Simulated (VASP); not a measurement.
Wanted: the native input for a VASP 6.6.1 run.

```yaml
Task: relaxation of cell and atoms
Functional: PBE
Potentials_or_basis: VASP PAW PBE potentials, release 64 (Zr_sv, Te, Se)
Cutoff: 600 eV
k_mesh: 6 × 6 × 4
Occupations: gaussian, width 0.1 eV
Spin: no spin polarisation
Dipole_correction: no
Further_INCAR_settings: ALGO = Normal; EDIFF = 1e-06; IBRION = 2; EDIFFG = -0.04; NSW = 90; ISIF = 3
```

The structure of Zr2TeSe lies in POSCAR:

```
Zr2TeSe
1.0
    4.9665450200      0.0000000000      0.0000000000
   -2.4832725100      4.3011541600      0.0000000000
    0.0000000000      0.0000000000      4.4229943100
Zr Te Se
2 1 1
Direct
    0.3333333300      0.6666666700      0.6612287100
    0.6666666700      0.3333333300      0.3387712900
    0.0000000000      0.0000000000      0.5000000000
    0.0000000000      0.0000000000      0.0000000000
```

The cell was generated, and may not be a known phase.

One way to write it, as run:

INCAR

```
  PREC = Accurate
  ENCUT = 600
  EDIFF = 1E-6
  ISMEAR = 0
  SIGMA = 0.1
  LREAL = False
  LASPH = True
  NELM = 60
  ALGO = Normal
  ISIF = 3
  LWAVE = False
  LCHARG = False
  GGA = PE
  IBRION = 2
  NSW = 90
  EDIFFG = -0.04
```

KPOINTS

```
regular mesh
0
Gamma
  6 6 4
```

Potentials or basis: VASP PAW PBE potentials, release 64 (Zr_sv, Te, Se).

Run with:

```console
$ cat potpaw_PBE.64/Zr_sv/POTCAR potpaw_PBE.64/Te/POTCAR potpaw_PBE.64/Se/POTCAR > POTCAR
$ mpirun -np 1 vasp_std > vasp.out
```

Results of the run:

```yaml
Relaxed_volume: 22.38 Å³/atom
Relaxed_cell: a = 3.673 Å, b = 3.673 Å, c = 7.665 Å, α = 90.00°, β = 90.00°, γ = 120.00°
Space_group_after_relaxing_to_0.1_Å: P-3m1 (No. 164)
Energy_gained_by_relaxing: 2092.1 meV/atom
Ionic_steps: 19
Pressure_after_relaxing: 0.0 GPa
Largest_force_after_relaxing: 0.027 eV/Å
Band_gap_on_the_k_mesh: zero (bands 18 and 19 overlap by 0.44 eV)
```

Caveat: a cell axis changed by over 15 % at a fixed basis, so the end point is rough; spin-orbit coupling is left out, which moves the levels of the heavy elements.

It took 15 min on 1 thread of AMD EPYC 7R43 64-Core Processor (Zen 3), on a shared host, peak memory 0.25 GiB.
